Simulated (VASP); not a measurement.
# BaTiO3 (R3m) in VASP: further runs

Runs on BaTiO3. Level: r2SCAN. Tasks: relaxation of shape and atoms at fixed volume.

Program: VASP 6.6.1. These are calculated values, not measurements. Logs are shortened: lines on timing, memory, paths and dates and some standing lists are left out, and cuts for length are marked.

### 1 The cell of the first run

The typed cell holds 5 atoms: a = 3.856 Å, b = 3.856 Å, c = 3.856 Å, α = 90.00°, β = 90.00°, γ = 90.00°.

### 2 Relaxation of shape and atoms at fixed volume, r2SCAN (11.46 Å³/atom)

Contents of POSCAR:

```
BaTiO3
1.0
    2.7264611578      1.5741230834      2.2261381460
   -2.7264611578      1.5741230834      2.2261381460
    0.0000000000     -3.1482461668      2.2261381460
Ba Ti O
1 1 3
Direct
    0.0037313171      0.0037313171      0.0037313171
    0.5034500155      0.5034500155      0.5034500155
    0.5039800205      0.5039800205      0.0040586265
    0.0040586265      0.5039800205      0.5039800205
    0.5039800205      0.0040586265      0.5039800205
```

Contents of INCAR.step1:

```
SYSTEM = BaTiO3
ALGO     = Normal         ! electronic algorithm
EDIFF    = 1E-4           ! SCF threshold, eV
ENCUT    = 600            ! plane-wave cutoff, eV
GGA      = PE             ! functional
ISMEAR   = 0              ! smearing method
LASPH    = .TRUE.         ! aspherical terms in the spheres
LCHARG   = .FALSE.        ! write CHGCAR
LREAL    = .FALSE.        ! projectors in reciprocal space
LWAVE    = .TRUE.         ! write WAVECAR
NELM     = 60             ! most SCF steps
PREC     = Accurate       ! precision mode
SIGMA    = 0.02           ! smearing width, eV
```

Contents of INCAR.step2:

```
SYSTEM = BaTiO3
ALGO     = Normal         ! electronic algorithm
EDIFF    = 1E-7           ! SCF threshold, eV
EDIFFG   = -0.01          ! ionic threshold
ENCUT    = 600            ! plane-wave cutoff, eV
IBRION   = 2              ! ionic algorithm
ISIF     = 4              ! what is computed and relaxed
ISMEAR   = 0              ! smearing method
ISTART   = 1            
LASPH    = .TRUE.         ! aspherical terms in the spheres
LCHARG   = .FALSE.        ! write CHGCAR
LMIXTAU  = .TRUE.       
LREAL    = .FALSE.        ! projectors in reciprocal space
LWAVE    = .FALSE.        ! write WAVECAR
METAGGA  = R2SCAN         ! meta-GGA
NELM     = 60             ! most SCF steps
NSW      = 50             ! ionic steps
PREC     = Accurate       ! precision mode
SIGMA    = 0.02           ! smearing width, eV
```

Contents of KPOINTS:

```
k-points
0
G
  6 6 6
  0 0 0
```

Potentials or basis: VASP PAW PBE potentials, release 64 (Ba_sv, Ti_sv, O).

On the command line:

```sh
$ cat potpaw_PBE.64/Ba_sv/POTCAR potpaw_PBE.64/Ti_sv/POTCAR potpaw_PBE.64/O/POTCAR > POTCAR
$ cp INCAR.step1 INCAR
$ mpirun -np 1 vasp_std > vasp.out
$ cp INCAR.step2 INCAR
$ mpirun -np 1 vasp_std > vasp.out
```

OUTCAR:

```text
SYSTEM = BaTiO3
   EDIFF = 1E-7
   EDIFFG = -0.01
   ENCUT = 600
   IBRION = 2
   ISIF = 4
   ISMEAR = 0
   ISTART = 1
   LASPH = .TRUE.
   LREAL = .FALSE.
   METAGGA = R2SCAN
   NELM = 60
   NSW = 50
   PREC = Accurate

 ion  position               nearest neighbor table
   1  0.004  0.004  0.004-   4 2.73   5 2.73   3 2.73   3 2.73   3 2.73   5 2.73   4 2.73   4 2.73
                             5 2.73   4 2.73   5 2.73   3 2.73   2 3.34   2 3.34   2 3.34   2 3.34
   2  0.503  0.503  0.503-   4 1.93   5 1.93   3 1.93   5 1.93   4 1.93   3 1.93   1 3.34   1 3.34
                             1 3.34   1 3.34   1 3.34   1 3.34   1 3.34   1 3.34
   3  0.504  0.504  0.004-   2 1.93   2 1.93   1 2.73   1 2.73   1 2.73   1 2.73
   4  0.004  0.504  0.504-   2 1.93   2 1.93   1 2.73   1 2.73   1 2.73   1 2.73
   5  0.504  0.004  0.504-   2 1.93   2 1.93   1 2.73   1 2.73   1 2.73   1 2.73

  LATTYP: Found a simple cubic cell.
 ALAT       =     3.8557936890

  Lattice vectors:

 A1 = (   2.7264611578,   1.5741230834,   2.2261381460)
 A2 = (  -2.7264611578,   1.5741230834,   2.2261381460)
 A3 = (   0.0000000000,  -3.1482461668,   2.2261381460)

Analysis of symmetry for initial positions (statically):
=====================================================================
 Subroutine PRICEL returns:
 Original cell was already a primitive cell.

 Routine SETGRP: Setting up the symmetry group for a
 simple cubic supercell.

 Subroutine GETGRP returns: Found  6 space group operations
 (whereof  6 operations were pure point group operations)
 out of a pool of 48 trial point group operations.

The static configuration has the point symmetry C_3v.

Analysis of symmetry for dynamics (positions and initial velocities):
=====================================================================
 Subroutine PRICEL returns:
 Original cell was already a primitive cell.

 Routine SETGRP: Setting up the symmetry group for a
 simple cubic supercell.

 Subroutine GETGRP returns: Found  6 space group operations
 (whereof  6 operations were pure point group operations)
 out of a pool of 48 trial point group operations.

The dynamic configuration has the point symmetry C_3v.

 Subroutine INISYM returns: Found  6 space group operations
 (whereof  6 operations are pure point group operations),
 and found     1 'primitive' translations

----------------------------------------------------------------------------------------

                                     Primitive cell

  volume of cell :      57.3246

  direct lattice vectors                    reciprocal lattice vectors
     2.726461158  1.574123083  2.226138146     0.183387905  0.105879056  0.149736140
    -2.726461158  1.574123083  2.226138146    -0.183387905  0.105879056  0.149736140
     0.000000000 -3.148246167  2.226138146     0.000000000 -0.211758113  0.149736140

  length of vectors
     3.855793689  3.855793689  3.855793689     0.259349976  0.259349976  0.259349976

  position of ions in fractional coordinates (direct lattice)
     0.003731317  0.003731317  0.003731317
     0.503450016  0.503450016  0.503450016
     0.503980021  0.503980021  0.004058626
     0.004058626  0.503980021  0.503980021
     0.503980021  0.004058626  0.503980021

  ion indices of the primitive-cell ions
   primitive index   ion index
                 1           1
                 2           2
                 3           3
                 4           4
                 5           5

----------------------------------------------------------------------------------------

 KPOINTS: k-points

Automatic generation of k-mesh.
[... 73 lines left out ...]
   ISYM   =      2    0-nonsym 1-usesym 2-fastsym
   POTIM  = 0.5000    time-step for ionic-motion
   TEBEG  =    0.0;   TEEND  =   0.0 temperature during run
   PSTRESS=    0.0 pullay stress
   NELECT =      40.0000    total number of electrons
   NUPDOWN=      -1.0000    fix difference up-down
   EMIN   =  10.00;   EMAX   =-10.00  energy-range for DOS
   EFERMI =   0.00;   METHOD = LEGACY
   ISMEAR =     0;   SIGMA  =   0.02  broadening in eV -4-tet -1-fermi 0-gaus
   EFERMI_NEDOS =   21; number of points for ismear=-14 and -15
   IALGO  =     38    algorithm
   IMIX   =      4    mixing-type and parameters
     AMIX     =   0.40;   BMIX     =  1.00
     AMIX_MAG =   1.60;   BMIX_MAG =  1.00
  volume/ion in A,a.u.               =      11.46        77.37
  Fermi-wavevector in a.u.,A,eV,Ry     =   1.452048  2.743973 28.687123  2.108444
  Thomas-Fermi vector in A             =   2.569475
   LORBIT       =      0    0 simple, 1 ext, 2 COOP (PROOUT), +10 PAW based schemes
   METAGGA = R2SCAN    functional components
   LHFCALC =     F    Hartree Fock is set to
   AEXX    =    0.0000 exact exchange contribution
   IVDW    =     0    specifies the selected vdW correction
   LEPSILON=     F    determine dielectric tensor
   LRPA    =     F    only Hartree local field effects (RPA)
 conjugate gradient relaxation of ions
 non-spin polarized calculation
 Gauss-broadening in eV      SIGMA  =   0.02
  energy-cutoff  :      600.00
  volume of cell :       57.32
 maximum number of plane-waves:      1936
   NGX = 15   NGY = 15   NGZ = 15

--------------------------------------- Ionic step        1  -------------------------------------------

 number of electron      40.0000001 magnetization

 Free energy of the ion-electron system (eV)
  ---------------------------------------------------
  ext. energy  EPLUGINS =         0.00000000
  ---------------------------------------------------
  free energy    TOTEN  =       -73.69403794 eV

  energy without entropy =      -73.69403794  energy(sigma->0) =      -73.69403794

------------------------ aborting loop because EDIFF is reached ----------------------------------------

  FORCE on cell =-STRESS in cart. coord.  units (eV):
  Direction    XX          YY          ZZ          XY          YZ          ZX
  --------------------------------------------------------------------------------------
  -------------------------------------------------------------------------------------
  Total        9.6540726      9.6540726      9.6544794      0.0000000      0.0000000      0.0000000
  in kB      269.8235033    269.8235034    269.8348731      0.0000000      0.0000000      0.0000000
  external PRESSURE =     269.8272933 kB  Pullay stress =       0.0000000 kB

 VOLUME and BASIS-vectors are now :
 -----------------------------------------------------------------------------
  energy-cutoff  :      600.00
  volume of cell :       57.32
      direct lattice vectors                 reciprocal lattice vectors
     2.726461158  1.574123083  2.226138146     0.183387905  0.105879056  0.149736140
    -2.726461158  1.574123083  2.226138146    -0.183387905  0.105879056  0.149736140
     0.000000000 -3.148246167  2.226138146     0.000000000 -0.211758113  0.149736140

 POSITION                                       TOTAL-FORCE (eV/Angst)
 -----------------------------------------------------------------------------------
      0.00000      0.00000      0.02492         0.000000      0.000000      0.005503
      0.00000      0.00000      3.36225         0.000000      0.000000      0.005196
      0.00000      1.57388      2.25289         0.000000      0.009871     -0.003567
     -1.36302     -0.78694      2.25289        -0.008549     -0.004936     -0.003567
      1.36302     -0.78694      2.25289         0.008549     -0.004936     -0.003567
 -----------------------------------------------------------------------------------
    total drift:                               -0.000000     -0.000002     -0.017096

  FREE ENERGIE OF THE ION-ELECTRON SYSTEM (eV)
  ---------------------------------------------------
  free  energy   TOTEN  =       -73.6940379402 eV

  energy  without entropy=      -73.6940379402  energy(sigma->0) =      -73.69403794

--------------------------------------- Ionic step        2  -------------------------------------------

 number of electron      40.0000001 magnetization

 Free energy of the ion-electron system (eV)
  ---------------------------------------------------
  ext. energy  EPLUGINS =         0.00000000
  ---------------------------------------------------
  free energy    TOTEN  =       -73.69404931 eV

  energy without entropy =      -73.69404931  energy(sigma->0) =      -73.69404931

 E-fermi :   4.6890     XC(G=0): -12.5690

 val. band max:        4.4399437878   @ k =   0.5000   0.5000   0.5000
 cond. band min:       6.8315361436   @ k =   0.0000   0.0000   0.0000
 fundamental gap:      2.3915923558
 Fermi energy:         4.6889562989

 k-point     1 :       0.0000    0.0000    0.0000
  band No.  band energies     occupation
      1     -53.8995      2.00000
      2     -29.1369      2.00000
      3     -29.1369      2.00000
      4     -29.1369      2.00000
      5     -20.8307      2.00000
      6     -13.6285      2.00000
[... 637 lines left out ...]
     23       9.3015      0.00000
     24      11.3783      0.00000

 [... further k-points ...]

------------------------ aborting loop because EDIFF is reached ----------------------------------------

  FORCE on cell =-STRESS in cart. coord.  units (eV):
  Direction    XX          YY          ZZ          XY          YZ          ZX
  --------------------------------------------------------------------------------------
  -------------------------------------------------------------------------------------
  Total        9.6542867      9.6542867      9.6542860     -0.0000000      0.0000000      0.0000000
  in kB      269.8294881    269.8294881    269.8294680     -0.0000000      0.0000000      0.0000000
  external PRESSURE =     269.8294814 kB  Pullay stress =       0.0000000 kB

 VOLUME and BASIS-vectors are now :
 -----------------------------------------------------------------------------
  energy-cutoff  :      600.00
  volume of cell :       57.32
      direct lattice vectors                 reciprocal lattice vectors
     2.726457591  1.574121024  2.226143971     0.183388145  0.105879195  0.149735748
    -2.726457591  1.574121024  2.226143971    -0.183388145  0.105879195  0.149735748
    -0.000000000 -3.148242048  2.226143971     0.000000000 -0.211758390  0.149735748

 POSITION                                       TOTAL-FORCE (eV/Angst)
 -----------------------------------------------------------------------------------
     -0.00000      0.00000      0.02518        -0.000000      0.000000      0.003599
     -0.00000      0.00000      3.36251        -0.000000      0.000000      0.003809
     -0.00000      1.57435      2.25273         0.000000      0.000942     -0.002469
     -1.36343     -0.78717      2.25273        -0.000816     -0.000471     -0.002469
      1.36343     -0.78717      2.25273         0.000816     -0.000471     -0.002469
 -----------------------------------------------------------------------------------
    total drift:                               -0.000000     -0.000002     -0.017446

  FREE ENERGIE OF THE ION-ELECTRON SYSTEM (eV)
  ---------------------------------------------------
  free  energy   TOTEN  =       -73.6940493113 eV

  energy  without entropy=      -73.6940493113  energy(sigma->0) =      -73.69404931

 reached required accuracy - stopping structural energy minimisation
```

It took 3.5 min on 1 thread of Intel Xeon Platinum 8259CL at 2.50GHz (Skylake/Cascade Lake), shared host; peak memory 0.23 GiB.

What came out:

- Free energy: -73.6940 eV
- Energy gained by relaxing: 0.0 meV/atom
- Ionic steps: 2
- Pressure after relaxing: 27.0 GPa
- Largest force after relaxing: 0.004 eV/Å
- Band gap on the k mesh: 2.39 eV (least direct gap 2.42 eV)

Forces in eV/Å, atoms in the order of the input:
```
Ba   0.000  0.000  0.004
Ti   0.000  0.000  0.004
O    0.000  0.001 -0.002
O   -0.001  0.000 -0.002
O    0.001  0.000 -0.002
```

Final structure:
```
Ba Ti O
1.0
     2.72646    1.57412    2.22614
    -2.72646    1.57412    2.22614
     0.00000   -3.14824    2.22614
Ba Ti O
1 1 3
Cartesian
  0.0000 0.0000 0.0252
  0.0000 0.0000 3.3625
  0.0000 1.5744 2.2527
  -1.3634 -0.7872 2.2527
  1.3634 -0.7872 2.2527
```

Levels at points of the mesh, in eV from the valence-band top:
| k point | band 18 | band 19 | band 20 | band 21 | band 22 | band 23 |
| --- | --- | --- | --- | --- | --- | --- |
| (0.00, 0.00, 0.00) | -0.03 | -0.03 | -0.03 | 2.39 | 2.39 | 2.39 |
| (0.50, 0.00, 0.00) | -1.95 | -0.73 | -0.73 | 2.60 | 4.49 | 4.49 |
| (0.50, 0.50, 0.00) | -0.79 | -0.79 | -0.11 | 4.50 | 4.50 | 4.99 |
| (0.50, 0.50, 0.50) | 0.00 | 0.00 | 0.00 | 5.34 | 5.34 | 5.34 |

Caveat: the PAW data sets were made with another functional, which shifts forces and pressure a little; spin-orbit coupling is left out, which moves the levels of the heavy elements.

### 3 Relaxation of shape and atoms at fixed volume, r2SCAN (11.86 Å³/atom)

This run uses another cell than the first one, of 11.86 Å³/atom.

Contents of POSCAR:

```
BaTiO3
1.0
    2.7560978728      1.5912338487      2.2527873035
   -2.7560978728      1.5912338487      2.2527873035
    0.0000000000     -3.1824676975      2.2527873035
Ba Ti O
1 1 3
Direct
    0.0007979616      0.0007979616      0.0007979616
    0.4933997485      0.4933997485      0.4933997485
    0.5072419872      0.5072419872      0.0105183155
    0.0105183155      0.5072419872      0.5072419872
    0.5072419872      0.0105183155      0.5072419872
```

Contents of INCAR.step1:

```
SYSTEM = BaTiO3
PREC = Accurate ; ENCUT = 600
ISMEAR = 0 ; SIGMA = 0.02
LREAL = .FALSE. ; LASPH = .TRUE.
NELM = 80 ; GGA = PE
ALGO = Normal ; EDIFF = 1E-4
LWAVE = .TRUE. ; LCHARG = .FALSE.
```

Contents of INCAR.step2:

```
SYSTEM = BaTiO3
PREC = Accurate ; ENCUT = 600
EDIFF = 1E-7 ; ISMEAR = 0
SIGMA = 0.02 ; LREAL = .FALSE.
LASPH = .TRUE. ; NELM = 80
ALGO = Normal ; ISIF = 4
LWAVE = .FALSE. ; LCHARG = .FALSE.
METAGGA = R2SCAN ; LMIXTAU = .TRUE.
IBRION = 2 ; NSW = 50
EDIFFG = -0.01 ; ISTART = 1
```

Contents of KPOINTS:

```
regular mesh
0
G
  6 6 6
  0 0 0
```

Potentials or basis: VASP PAW PBE potentials, release 64 (Ba_sv, Ti_sv, O).

On the command line:

```sh
$ cat potpaw_PBE.64/Ba_sv/POTCAR potpaw_PBE.64/Ti_sv/POTCAR potpaw_PBE.64/O/POTCAR > POTCAR
$ cp INCAR.step1 INCAR
$ mpirun -np 1 vasp_std > vasp.out
$ cp INCAR.step2 INCAR
$ mpirun -np 1 vasp_std > vasp.out
```

It took 13 min on 1 thread of Intel Xeon Platinum 8259CL at 2.50GHz (Skylake/Cascade Lake), shared host; peak memory 0.23 GiB.

It converged, with:

| Item | Value |
| --- | --- |
| Free energy | -73.9701 eV |
| Energy gained by relaxing | 2.8 meV/atom |
| Ionic steps | 9 |
| Pressure after relaxing | 17.8 GPa |
| Largest force after relaxing | 0.009 eV/Å |
| Band gap on the k mesh | 2.32 eV (least direct gap 2.39 eV) |

Forces in eV/Å, atoms in the order of the input:
```
Ba   0.000  0.000  0.002
Ti   0.000  0.000  0.005
O    0.000 -0.008 -0.002
O    0.007  0.004 -0.002
O   -0.007  0.004 -0.002
```

The path:
| step | energy change (eV) | largest force (eV/Å) | pressure (GPa) | volume (Å³) |
| --- | --- | --- | --- | --- |
| 1 | 0.0000 | 0.2927 | 18.81 | 59.28 |
| 2 | -0.0070 | 0.1758 | 18.30 | 59.28 |
| 3 | -0.0087 | 0.1280 | 18.01 | 59.28 |
| 4 | -0.0118 | 0.0723 | 17.93 | 59.28 |
| 5 | -0.0135 | 0.0449 | 17.84 | 59.28 |
| 6 | -0.0139 | 0.0178 | 17.81 | 59.28 |
| 7 | -0.0139 | 0.0141 | 17.80 | 59.28 |
| 8 | -0.0140 | 0.0122 | 17.80 | 59.28 |
| 9 | -0.0140 | 0.0086 | 17.80 | 59.28 |

Final structure:
```xyz
5
Lattice="2.7572 1.5918 2.2511 -2.7572 1.5918 2.2511 0.0000 -3.1837 2.2511" Properties=species:S:1:pos:R:3 pbc="T T T"
Ba    0.0000    0.0000    0.0251
Ti    0.0000    0.0000    3.3991
O     0.0000    1.5922    2.2784
O    -1.3789   -0.7961    2.2784
O     1.3789   -0.7961    2.2784
```

Levels at points of the mesh, in eV from the valence-band top:
| k point | band 17 | band 18 | band 19 | band 20 | band 21 | band 22 | band 23 | band 24 |
| --- | --- | --- | --- | --- | --- | --- | --- | --- |
| (0.00, 0.00, 0.00) | -1.26 | -0.07 | -0.07 | -0.07 | 2.32 | 2.32 | 2.32 | 4.75 |
| (0.50, 0.00, 0.00) | -1.91 | -1.91 | -0.74 | -0.74 | 2.51 | 4.29 | 4.29 | 4.78 |
| (0.50, 0.50, 0.00) | -1.74 | -0.83 | -0.83 | -0.10 | 4.30 | 4.30 | 4.78 | 5.80 |
| (0.50, 0.50, 0.50) | -2.36 | 0.00 | 0.00 | 0.00 | 5.09 | 5.09 | 5.09 | 7.80 |

Caveat: the PAW data sets were made with another functional, which shifts forces and pressure a little; spin-orbit coupling is left out, which moves the levels of the heavy elements. A k mesh can miss the band edges.

(Part 1 of 2 ends here.)
